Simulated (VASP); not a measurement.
Write the native input for VASP 6.6.1 that does the following.

```
Task                   : single point
Functional             : PBE
Potentials or basis    : VASP PAW PBE potentials, release 64 (Mg, F)
Cutoff                 : 600 eV
k mesh                 : 6 × 6 × 8
Occupations            : fermi-dirac, width 0.02 eV
Spin                   : no spin polarisation
Dipole correction      : no
Further INCAR settings : ALGO = Normal; EDIFF = 1e-06; NBANDS = 25
```

The structure of MgF2 lies in POSCAR:

```
MgF2
1.0
    4.5757958346      0.0000000000      0.0000000000
    0.0000000000      4.5757958346      0.0000000000
    0.0000000000      0.0000000000      3.0156506419
Mg F
2 4
Direct
    0.0000000000      0.0000000000      0.0000000000
    0.5000000000      0.5000000000      0.5000000000
    0.3023852470      0.3023852470      0.0000000000
    0.1976147530      0.8023852470      0.5000000000
    0.8023852470      0.1976147530      0.5000000000
    0.6976147530      0.6976147530      0.0000000000
```

This cell differs from its parent crystal: strain -1.0%.

One way to write it, as run:

INCAR

```
SYSTEM = MgF2
ALGO = Normal ; EDIFF = 1E-6
ENCUT = 600 ; GGA = PE
GGA_COMPAT = .False. ; ISIF = 2
ISMEAR = -1 ; LASPH = .True.
LCHARG = .False. ; LREAL = .False.
LWAVE = .False. ; NBANDS = 25
NELM = 120 ; PREC = Accurate
SIGMA = 0.02
```

KPOINTS

```
k-points
0
Gamma
  6 6 8
  0 0 0
```

Potentials or basis: VASP PAW PBE potentials, release 64 (Mg, F).

Run with:

```console
$ cat potpaw_PBE.64/Mg/POTCAR potpaw_PBE.64/F/POTCAR > POTCAR
$ mpirun -np 1 vasp_std > vasp.out
```

Results of the run:

The pressure is 7.4 GPa, the largest force is 0.025 eV/Å and the band gap on the k mesh is 7.33 eV.

Caveat: the cell differs from its parent crystal (strain -1.0%); the cell stands under pressure; the structure was generated, so it needn't be the stable form of MgF2.

Run time: 98 s on 1 thread of Oxide Virtual Turin-like Processor (shared host), peak memory 0.2 GiB.
